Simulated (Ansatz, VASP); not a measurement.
One calculation of KCl, two programs

POSCAR

```
KCl
1.0
    0.0000000000      3.1448483221      3.1448483221
    3.1448483221      0.0000000000      3.1448483221
    3.1448483221      3.1448483221      0.0000000000
K Cl
1 1
Direct
    0.0000000000      0.0000000000      0.0000000000
    0.5000000000      0.5000000000      0.5000000000
```

INCAR.step1

```
SYSTEM = KCl
PREC = Accurate
ENCUT = 520
EDIFF = 1E-5
ISMEAR = 0
SIGMA = 0.01
LREAL = .False.
LASPH = .True.
NELM = 60
ALGO = Normal
ISIF = 2
LWAVE = .True.
LCHARG = .False.
NBANDS = 15
GGA = PE
```

File INCAR.step2:

```
SYSTEM = KCl
PREC = Accurate
ENCUT = 520
EDIFF = 1E-6
ISMEAR = 0
SIGMA = 0.01
LREAL = .False.
LASPH = .True.
NELM = 60
ALGO = Normal
ISIF = 2
LWAVE = .False.
LCHARG = .False.
GGA = PE
LHFCALC = .True.
HFSCREEN = 0.2079
PRECFOCK = Normal
NBANDS = 15
ISTART = 1
```

The input KPOINTS:

```
regular mesh
0
Gamma
  4 4 4
  0 0 0
```

Input for Ansatz:

```yaml
crystal:
  lattice:
    - [0.0, 3.1448483221, 3.1448483221]
    - [3.1448483221, 0.0, 3.1448483221]
    - [3.1448483221, 3.1448483221, 0.0]
  atoms:
    - { symbol: K, position: [0.0, 0.0, 0.0] }
    - { symbol: Cl, position: [0.5, 0.5, 0.5] }
kpoints:
  mp_grid: { grid: [4, 4, 4] }
hamiltonian:
  xc: hse06
scf:
  occupations: { method: fixed }
  n_extra_bands: 4
  exx: { singularity: none }
output:
  forces: true
  stress: true
  eigenvalues: true
```

Alike in both runs: task single point; functional HSE06; k mesh 4 × 4 × 4; no spin polarisation.

|  | VASP | Ansatz |
| --- | --- | --- |
| version | VASP 6.6.1 | Ansatz 0.2.0 |
| potentials or method | VASP PAW PBE potentials, release 64 (K_sv, Cl) | plane waves |
| plane-wave cutoff (eV) | 520 | 420 |
| occupations | gaussian, width 0.01 eV | fixed |
| valence electrons in the cell | 16 | 16 |

VASP gave:

* gap on the k mesh at the Fermi level (eV): 6.50
* pressure (GPa): 0.5

Problem. Which values does Ansatz return?

Solution. gap on the k mesh at the Fermi level (eV): 6.51; pressure (GPa): 0.5.

Ansatz's warnings: stress exchange threshold loose, stress scf threshold loose.

The k mesh is coarse, so the values compare programs but aren't converged.
